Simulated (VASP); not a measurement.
Wanted: the native input for a VASP 6.6.1 run.

- Task: single point
- Functional: PBE
- Potentials or basis: VASP PAW PBE potentials, release 64 (Lu, Ir, O)
- Cutoff: 520 eV
- k mesh: 4 × 4 × 4
- Occupations: gaussian, width 0.05 eV
- Spin: collinear spin, ferromagnetic start
- Starting moments: [0.0, 0.0, 0.0, 0.0, 1.0, 1.0, 1.0, 1.0, 0.0, 0.0, 0.0, 0.0, 0.0, 0.0, 0.0, 0.0, 0.0, 0.0, 0.0, 0.0, 0.0, 0.0] μB
- Dipole correction: no
- Further INCAR settings: LREAL = Auto; ALGO = Normal; EDIFF = 1e-06; NBANDS = 131

The structure of Lu2Ir2O7 lies in POSCAR:

```
Lu2Ir2O7
1.0
    0.0000000000      5.0734935943      5.0734935943
    5.0734935943      0.0000000000      5.0734935943
    5.0734935943      5.0734935943      0.0000000000
Lu Ir O
4 4 14
Direct
    0.1250000000      0.6250000000      0.6250000000
    0.6250000000      0.1250000000      0.6250000000
    0.6250000000      0.6250000000      0.1250000000
    0.6250000000      0.6250000000      0.6250000000
    0.6250000000      0.1250000000      0.1250000000
    0.1250000000      0.6250000000      0.1250000000
    0.1250000000      0.1250000000      0.6250000000
    0.1250000000      0.1250000000      0.1250000000
    0.2140982663      0.2140982663      0.7859017337
    0.7859017337      0.7859017337      0.2140982663
    0.2140982663      0.7859017337      0.2140982663
    0.7859017337      0.2140982663      0.7859017337
    0.7859017337      0.2140982663      0.2140982663
    0.2140982663      0.7859017337      0.7859017337
    0.0359017337      0.0359017337      0.4640982663
    0.4640982663      0.4640982663      0.0359017337
    0.0359017337      0.4640982663      0.0359017337
    0.4640982663      0.0359017337      0.4640982663
    0.4640982663      0.0359017337      0.0359017337
    0.0359017337      0.4640982663      0.4640982663
    0.7500000000      0.7500000000      0.7500000000
    0.5000000000      0.5000000000      0.5000000000
```

One way to write it, as run:

INCAR

```
PREC     = Accurate       # precision mode
ENCUT    = 520            # plane-wave cutoff, eV
EDIFF    = 1E-6           # SCF threshold, eV
ISMEAR   = 0              # smearing method
SIGMA    = 0.05           # smearing width, eV
LREAL    = Auto         
LASPH    = T              # aspherical terms in the spheres
NELM     = 150            # most SCF steps
ALGO     = Normal         # electronic algorithm
ISIF     = 2              # what is computed and relaxed
LWAVE    = F              # write WAVECAR
LCHARG   = F              # write CHGCAR
ISPIN    = 2              # spin polarisation
MAGMOM   = 0 0 0 0 1 1 1 1 0 0 0 0 0 0 0 0 0 0 0 0 0 0 # initial moments
LORBIT   = 11             # projections on sites
LMAXMIX  = 4              # l up to which the mixer works
GGA      = PE             # functional
NBANDS   = 131            # bands
KPAR     = 4
```

KPOINTS

```
regular mesh
0
Gamma
  4 4 4
```

Potentials or basis: VASP PAW PBE potentials, release 64 (Lu, Ir, O).

Command:

```sh
$ cat potpaw_PBE.64/Lu/POTCAR potpaw_PBE.64/Ir/POTCAR potpaw_PBE.64/O/POTCAR > POTCAR
$ mpirun -np 4 vasp_std > vasp.out
```

Results of the run:

```
Pressure                                              : 1.7 GPa
Largest force                                         : 0.075 eV/Å
Band gap on the k mesh                                : zero (filled and empty bands overlap)
Net moment                                            : 2.02 μB per cell
Site moments                                          : Lu +0.02; Ir +0.34; O +0.04, +0.00 μB
Valence electrons inside the program's atomic spheres : Lu 23.20; Ir 8.24; O 5.01, 5.10
```

Caveat: spin-orbit coupling is left out, which moves the levels of the heavy elements.

Wall time 8.6 min on 4 MPI ranks on Intel(R) Xeon(R) Platinum 8488C (Sapphire Rapids) (shared host), peak memory 0.78 GiB a rank.
